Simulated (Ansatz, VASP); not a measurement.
**One calculation of InPd, two programs**

The input INCAR:

```
SYSTEM = InPd
  PREC = Accurate
  ENCUT = 470
  EDIFF = 1E-8
  ISMEAR = -1
  SIGMA = 0.05
  LREAL = .False.
  LASPH = .True.
  NELM = 120
  ALGO = Normal
  ISIF = 2
  LWAVE = .False.
  LCHARG = .False.
  GGA = PE
  LEFG = .True.
  NBANDS = 22
  GGA_COMPAT = .False.
```

KPOINTS

```
regular mesh
0
Gamma
  9 9 9
  0 0 0
```

POSCAR

```
InPd
1.0
    3.2718847800      0.0000000000      0.0000000000
    0.0000000000      3.2718847800      0.0000000000
    0.0000000000      0.0000000000      3.2718847800
In Pd
1 1
Direct
   -0.0450000000     -0.0450000000     -0.0450000000
    0.5450000000      0.5450000000      0.5450000000
```

Input for Ansatz:

```yaml
crystal:
  lattice:
    - [3.27188478, 0.0, 0.0]
    - [0.0, 3.27188478, 0.0]
    - [0.0, 0.0, 3.27188478]
  atoms:
    - { symbol: In, position: [-0.045, -0.045, -0.045] }
    - { symbol: Pd, position: [0.545, 0.545, 0.545] }
kpoints:
  mp_grid: { grid: [9, 9, 9] }
scf:
  occupations: { method: fermi_dirac, width: 0.05 }
hamiltonian:
  xc: pbe
  pseudopotentials: { kind: paw }
output:
  forces: true
  stress: true
  eigenvalues: true
  efg: { contact_densities: true }
  populations: true
```

Change from the starting cell: shortest bond scaled by 0.82, PAW files.

Alike in both runs: task electric field gradients; functional PBE; k mesh 9 × 9 × 9; occupations fermi-dirac, width 0.05 eV; no spin polarisation.

```csv
,VASP,Ansatz
version,VASP 6.6.1,Ansatz 0.2.0
potentials or method,"VASP PAW PBE potentials, release 64 (In_d, Pd_sv_GW)","PAW with Ansatz's default frozen-core files, scalar-relativistic"
plane-wave cutoff (eV),470,420
valence electrons in the cell,31,31
```

|  | VASP | Ansatz | Ansatz less VASP |
| --- | --- | --- | --- |
| rms of the force components (eV/Å) | 2.537 | 2.519 | -0.0180 |
| size of Vzz on the site where it differs most (V/Å²) | 40.3 | 25.2 | -15.19 |

Atom by atom the forces differ by 0.018 eV/Å (rms over components). The functional is the same, so the differences come from potentials, cutoffs and numerics.
